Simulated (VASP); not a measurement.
H, 1 atom in the cell. The structure is tetragonal, space group P4/mmm (No. 123). The conventional cell has a = 2.650 Å, b = 2.650 Å, c = 0.941 Å, α = 90.00°, β = 90.00°, γ = 90.00°. Within 1.3 Å of H (site symmetry 4/mmm) lie 2 H at 0.94 Å.  This cell differs from its parent crystal: strain +0.000 along x and y, -0.040 along z.

* Program: VASP 6.6.1
* Task: single point
* Functional: PBEsol
* Potentials or basis: VASP PAW PBE potentials, release 64 (H)
* Cutoff: 520 eV
* k mesh: 10 × 10 × 26
* Occupations: gaussian, width 0.05 eV
* Spin: no spin polarisation
* Dipole correction: no
* Further INCAR settings: ALGO = Normal; EDIFF = 1e-06; NBANDS = 6

Potentials or basis: VASP PAW PBE potentials, release 64 (H).

The run is started by

```console
$ cat potpaw_PBE.64/H/POTCAR > POTCAR
$ mpirun -np 1 vasp_std > vasp.out
```

Hardware: 1 thread of AMD EPYC 7R13 Processor (Zen 3) (shared host).

**Question.** How long does it take, and how much memory?

**Answer.** Wall time 6.1 s on 1 thread of AMD EPYC 7R13 Processor (Zen 3), with other jobs on the host, peak memory 0.08 GiB. Counts: scf iterations 11, k points 294.
